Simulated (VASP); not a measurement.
A run of VASP 6.6.1 is set up as follows.

File INCAR:

```
PREC = Accurate
ENCUT = 600
EDIFF = 1E-7
ISMEAR = 0
SIGMA = 0.01
LREAL = False
LASPH = True
NELM = 60
ALGO = Normal
ISIF = 3
LWAVE = False
LCHARG = False
GGA = PE
IBRION = 2
NSW = 80
EDIFFG = -0.001
PSTRESS = 90.0
```

KPOINTS

```
Automatic mesh
0
Gamma
  10 10 10
```

The input POSCAR:

```
CdTe
1.0
    0.0000000000      3.3092645821      3.3092645821
    3.3092645821      0.0000000000      3.3092645821
    3.3092645821      3.3092645821      0.0000000000
Cd Te
1 1
Direct
    0.0000000000      0.0000000000      0.0000000000
    0.7500000000      0.7500000000      0.7500000000
```

Potentials or basis: VASP PAW PBE potentials, release 64 (Cd, Te).

Launch:

```console
$ cat potpaw_PBE.64/Cd/POTCAR potpaw_PBE.64/Te/POTCAR > POTCAR
$ mpirun -np 1 vasp_std > vasp.out
```

(1) What does it give for the band gap on the k mesh?

(2) What does it give for the space group after relaxing (to 0.05 Å)?

(3) Predict the relaxed cell.

Answers

(1) 1.10 eV, direct.

(2) F-43m (No. 216).

(3) a = 4.425 Å, b = 4.425 Å, c = 4.425 Å, α = 60.00°, β = 60.00°, γ = 60.00°.

Caveat: the cell is relaxed towards a set pressure, so the enthalpy falls and the energy may rise; spin-orbit coupling is left out, which moves the levels of the heavy elements.
